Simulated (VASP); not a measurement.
Ti, 1 atom in the cell. Symmetry: Fm-3m, No. 225, cubic system. Conventional cell: a = 3.889 Å, b = 3.889 Å, c = 3.889 Å, α = 90.00°, β = 90.00°, γ = 90.00°. Within 3.6 Å of Ti (site symmetry m-3m) lie 12 Ti at 2.75 Å.  This cell differs from its parent crystal: volume scaled by 0.88.

```yaml
Program: VASP 6.6.1
Task: single point
Functional: PBEsol
Potentials_or_basis: VASP PAW PBE potentials, release 64 (Ti_sv)
Cutoff: 520 eV
k_mesh: 22 × 22 × 22
Occupations: fermi-dirac, width 0.1 eV
Spin: no spin polarisation
Dipole_correction: no
Further_INCAR_settings: ALGO = Normal; EDIFF = 1e-06; NBANDS = 12
```

Potentials or basis: VASP PAW PBE potentials, release 64 (Ti_sv).

Command:

```console
$ cat potpaw_PBE.64/Ti_sv/POTCAR > POTCAR
$ mpirun -np 1 vasp_std > vasp.out
```

Hardware: 1 thread of Intel(R) Xeon(R) Platinum 8259CL CPU @ 2.50GHz (Skylake/Cascade Lake), with other jobs on the host.

Problem. How long does it take, and how much memory?

Solution. Wall time 36 s on 1 thread of Intel(R) Xeon(R) Platinum 8259CL CPU @ 2.50GHz (Skylake/Cascade Lake), with other jobs on the host, peak memory 0.17 GiB. Counts: scf iterations 12, k points 328.
